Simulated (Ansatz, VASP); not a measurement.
**One calculation of Mo, two programs**

The input INCAR:

```
SYSTEM = Mo
PREC     = Accurate       ! precision mode
ENCUT    = 520            ! plane-wave cutoff, eV
EDIFF    = 1E-6           ! SCF threshold, eV
ISMEAR   = 0              ! smearing method
SIGMA    = 0.05           ! smearing width, eV
LREAL    = .False.        ! projectors in reciprocal space
LASPH    = .True.         ! aspherical terms in the spheres
NELM     = 100            ! most SCF steps
ALGO     = Normal         ! electronic algorithm
ISIF     = 2              ! what is computed and relaxed
LWAVE    = .False.        ! write WAVECAR
LCHARG   = .False.        ! write CHGCAR
GGA      = PE             ! functional
NBANDS   = 13             ! bands
```

KPOINTS

```
Automatic mesh
0
Gamma
  18 18 18
  0 0 0
```

POSCAR

```
Mo
1.0
    0.0000000000      2.0009855332      2.0009855332
    2.0009855332      0.0000000000      2.0009855332
    2.0009855332      2.0009855332      0.0000000000
Mo
1
Direct
    0.0000000000      0.0000000000      0.0000000000
```

Input for Ansatz:

```yaml
crystal:
  lattice:
    - [0.0, 2.0009855332, 2.0009855332]
    - [2.0009855332, 0.0, 2.0009855332]
    - [2.0009855332, 2.0009855332, 0.0]
  atoms:
    - { symbol: Mo, position: [0.0, 0.0, 0.0] }
basis:
  ecutwfc: 420
  ecutrho_ratio: 4
kpoints:
  mp_grid: { grid: [18, 18, 18] }
hamiltonian:
  xc: pbe
scf:
  occupations: { method: gaussian, width: 0.05 }
output:
  forces: true
  stress: true
  eigenvalues: true
```

Alike in both runs: task single point; functional PBE; k mesh 18 × 18 × 18; occupations gaussian, width 0.05 eV; no spin polarisation.

|  | VASP | Ansatz |
| --- | --- | --- |
| version | VASP 6.6.1 | Ansatz 0.2.0 |
| potentials or method | VASP PAW PBE potentials, release 64 (Mo_sv), cutoff 520 eV | scalar-relativistic, plane waves, PAW |
| valence electrons in the cell | 14 | 14 |

VASP gave:

| Quantity | Value |
| --- | --- |
| gap on the k mesh at the Fermi level (eV) | none |
| pressure (GPa) | 0.5 |

Question: What did Ansatz give for the same quantities?

Answer: gap on the k mesh at the Fermi level (eV): none; pressure (GPa): 0.0.

A gap of «none» marks a metal or a gap that the smearing closes.
